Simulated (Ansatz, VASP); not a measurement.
## Two plane-wave programs on Sr5I2

```
CELL_PARAMETERS angstrom
5.50792 0.00000 0.00000
0.00000 5.50792 0.00000
0.00000 0.00000 15.89407
ATOMIC_POSITIONS crystal
Sr 0.00000 0.50000 0.28459
Sr 0.50000 0.00000 0.71541
Sr 0.00000 0.50000 0.71541
Sr 0.50000 0.00000 0.28459
Sr 0.50000 0.50000 0.50000
I 0.50000 0.50000 0.85210
I 0.50000 0.50000 0.14790
```

Alike in both runs: functional PBE; k mesh 8 × 8 × 4; occupations gaussian, width 0.1 eV; no spin polarisation.

Ansatz relaxed the structure, and its values are those at the end. VASP's run is a single point on that final structure, the one shown.

```csv
,VASP,Ansatz
version,VASP 6.6.1,Ansatz 0.2.0
potentials or method,"VASP PAW PBE potentials, release 64 (Sr_sv, I), cutoff 520 eV","scalar-relativistic, plane waves, PAW"
valence electrons in the cell,64,84
```

Ansatz gave:

* gap on the k mesh at the Fermi level (eV): none
* pressure (GPa): 0.0
* rms of the force components (eV/Å): 0.000

Question: What did VASP give for the same quantities?

Answer: gap on the k mesh at the Fermi level (eV): none; pressure (GPa): 0.0; rms of the force components (eV/Å): 0.003.

A gap of «none» marks a metal or a gap that the smearing closes. VASP's potentials hold 64 valence electrons a cell and Ansatz's 84, so a difference there can come from the potentials and not from the codes.

Neither program's run includes spin-orbit coupling.
